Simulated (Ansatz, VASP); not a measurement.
## Hf2Ti2Ge3 in VASP and in Ansatz

```xyz
7
Lattice="2.7707 1.5996 4.8642 -2.7707 1.5996 4.8642 0.0000 -3.1993 4.8642" Properties=species:S:1:pos:R:3 pbc="T T T"
Hf    0.0000    0.0000    0.0000
Hf    0.0000    0.0000    7.2963
Ti    0.0000    0.0000   10.1345
Ti    0.0000    0.0000    4.4582
Ge    1.3853    0.7998    2.4321
Ge    0.0000   -1.5996    2.4321
Ge   -1.3853    0.7998    2.4321
```

Change from the starting cell: species swapped into the Ni3Pb2S2 type (R-3m, No. 166).

Alike in both runs: functional PBE; k mesh 4 × 4 × 4; occupations gaussian, width 0.2 eV; no spin polarisation.

Ansatz relaxed the structure, and its values are those at the end. VASP's run is a single point on that final structure, the one shown.

|  | VASP | Ansatz |
| --- | --- | --- |
| version | VASP 6.6.1 | Ansatz 0.2.0 |
| potentials or method | VASP PAW PBE potentials, release 64 (Hf_pv, Ti_sv, Ge_d), cutoff 520 eV | scalar-relativistic, plane waves, PAW |
| valence electrons in the cell | 86 | 118 |

|  | VASP | Ansatz | Ansatz less VASP |
| --- | --- | --- | --- |
| gap on the k mesh at the Fermi level (eV) | none | none | - |
| pressure (GPa) | 0.1 | 0.3 | +0.15 |
| rms of the force components (eV/Å) | 0.006 | 0.000 | -0.0057 |

A gap of «none» marks a metal or a gap that the smearing closes. VASP's potentials hold 86 valence electrons a cell and Ansatz's 118, so a difference there can come from the potentials and not from the codes.

Neither program's run includes spin-orbit coupling.
